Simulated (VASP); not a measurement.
Set up this calculation in VASP 6.6.1, as the native input.

| Property | Result |
| --- | --- |
| Task | single point |
| Functional | revPBE |
| Dispersion | D4 |
| Potentials or basis | VASP PAW PBE potentials, release 64 (Mo_sv, S) |
| Cutoff | 520 eV |
| k mesh | 10 × 10 × 3 |
| Occupations | fermi-dirac, width 0.05 eV |
| Spin | no spin polarisation |
| Dipole correction | no |
| Further INCAR settings | ALGO = Normal; EDIFF = 1e-06; NBANDS = 35 |

The structure of MoS2 lies in POSCAR:

```
MoS2
1.0
    3.1374809823      0.0000000000      0.0000000000
   -1.5687404911      2.7171382345      0.0000000000
    0.0000000000      0.0000000000     11.8088604332
Mo S
2 4
Direct
    0.6666666667      0.3333333333      0.7500000000
    0.3333333333      0.6666666667      0.2500000000
    0.6666666667      0.3333333333      0.3826801074
    0.3333333333      0.6666666667      0.8826801074
    0.6666666667      0.3333333333      0.1173198926
    0.3333333333      0.6666666667      0.6173198926
```

These files were run (other wordings do the same):

INCAR

```
SYSTEM = MoS2
PREC     = Accurate       ! precision mode
ENCUT    = 520            ! plane-wave cutoff, eV
EDIFF    = 1E-6           ! SCF threshold, eV
ISMEAR   = -1             ! smearing method
SIGMA    = 0.05           ! smearing width, eV
LREAL    = .False.        ! projectors in reciprocal space
LASPH    = .True.         ! aspherical terms in the spheres
NELM     = 100            ! most SCF steps
ALGO     = Normal         ! electronic algorithm
ISIF     = 2              ! what is computed and relaxed
LWAVE    = .False.        ! write WAVECAR
LCHARG   = .False.        ! write CHGCAR
GGA      = RE             ! functional
IVDW     = 13             ! dispersion correction
NBANDS   = 35             ! bands
```

KPOINTS

```
Automatic mesh
0
Gamma
  10 10 3
  0 0 0
```

Potentials or basis: VASP PAW PBE potentials, release 64 (Mo_sv, S).

The run is started by

```console
$ cat potpaw_PBE.64/Mo_sv/POTCAR potpaw_PBE.64/S/POTCAR > POTCAR
$ mpirun -np 1 vasp_std > vasp.out
```

Results of the run:

```json
{"Pressure": "-0.2 GPa", "Largest force": "0.033 eV/Å", "Band gap on the k mesh": "0.73 eV (least direct gap 1.91 eV)", "Dispersion energy per atom": "-0.831 eV"}
```

Caveat: the PAW data sets were made with another functional, which shifts forces and pressure a little; an odd mesh through Γ misses points on the zone boundary, where band edges can lie.

Wall time 36 s on 1 thread of Intel(R) Xeon(R) 6975P-C (Granite Rapids) (shared host), peak memory 0.26 GiB.
